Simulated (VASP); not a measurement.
Here is a VASP 6.6.1 calculation.

Contents of INCAR:

```
ALGO = Normal
EDIFF = 1E-6
EDIFFG = -0.04
ENCUT = 600
GGA = PE
IBRION = 2
ISIF = 3
ISMEAR = 0
LASPH = T
LCHARG = F
LREAL = F
LWAVE = F
NELM = 60
NSW = 90
PREC = Accurate
SIGMA = 0.1
```

File KPOINTS:

```
k-points
0
Gamma
  6 6 6
```

POSCAR

```
LiCl
1.0
    5.5523875200      0.0000000000      0.0000000000
   -2.7761937600      4.8085086400      0.0000000000
    0.0000000000      0.0000000000      3.2744798300
Li Cl
3 3
Direct
    0.6226507000      0.0000000000      0.6666666700
    0.0000000000      0.6226507000      0.3333333300
    0.3773493000      0.3773493000      0.0000000000
    0.3773493000      0.0000000000      0.1666666700
    0.0000000000      0.3773493000      0.8333333300
    0.6226507000      0.6226507000      0.5000000000
```

Potentials or basis: VASP PAW PBE potentials, release 64 (Li_sv, Cl).

The run is started by

```console
$ cat potpaw_PBE.64/Li_sv/POTCAR potpaw_PBE.64/Cl/POTCAR > POTCAR
$ mpirun -np 1 vasp_std > vasp.out
```

Q: What does it give for the space group after relaxing (to 0.1 Å)?

A: P3_221 (No. 154).

Q: What does it give for the relaxed cell?

A: a = 6.166 Å, b = 6.166 Å, c = 3.692 Å, α = 90.00°, β = 90.00°, γ = 120.00°.

Q: What does it give for the relaxed volume?

A: 20.26 Å³/atom.

Stress tensor (GPa, compression positive):
```
0.11 0.00 0.00
0.00 0.11 0.00
0.00 0.00 0.03
```

Caveat: the cutoff is under 1.25 times the usual one of these potentials, so pressure, stress and relaxed cells hold a basis-set (Pulay) error; the volume moved by over 15 % at a fixed basis, so the end points are rough.
